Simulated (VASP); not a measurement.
Here is a VASP 6.6.1 calculation.

INCAR

```
PREC = Accurate ; ENCUT = 520
EDIFF = 1E-7 ; ISMEAR = 1
SIGMA = 0.1 ; LREAL = F
LASPH = T ; NELM = 150
ALGO = Normal ; ISIF = 2
LWAVE = F ; LCHARG = F
ISPIN = 2 ; MAGMOM = 2.8 0
LORBIT = 11 ; LMAXMIX = 4
LDAU = T ; LDAUTYPE = 1
LDAUL = 2 -1 ; LDAUU = 4.9 0
LDAUJ = 0.9 0 ; LDAUPRINT = 1
GGA = CA ; NBANDS = 20
```

Contents of KPOINTS:

```
Automatic mesh
0
Gamma
  7 7 7
```

The input POSCAR:

```
MnS
1.0
    0.0000000000      2.8727595904      2.8727595904
    2.8727595904      0.0000000000      2.8727595904
    2.8727595904      2.8727595904      0.0000000000
Mn S
1 1
Direct
    0.0000000000      0.0000000000      0.0000000000
    0.2500000000      0.2500000000      0.2500000000
```

Potentials or basis: VASP PAW LDA potentials, release 64 (Mn_pv, S).

The run is started by

```bash
$ cat potpaw_LDA.64/Mn_pv/POTCAR potpaw_LDA.64/S/POTCAR > POTCAR
$ mpirun -np 1 vasp_std > vasp.out
```

(1) Predict the site moments.

(2) Predict the pressure.

(3) Predict the band gap on the k mesh.

(4) Estimate the net moment.

Answers

(1) Mn +4.56; S +0.04 μB.

(2) -4.6 GPa.

(3) 1.10 eV.

(4) 5.00 μB per cell.

Caveat: the cell stands under tension; an odd mesh through Γ misses points on the zone boundary, where band edges can lie; a cell with one magnetic atom can't hold antiferromagnetic order, which such compounds often take.
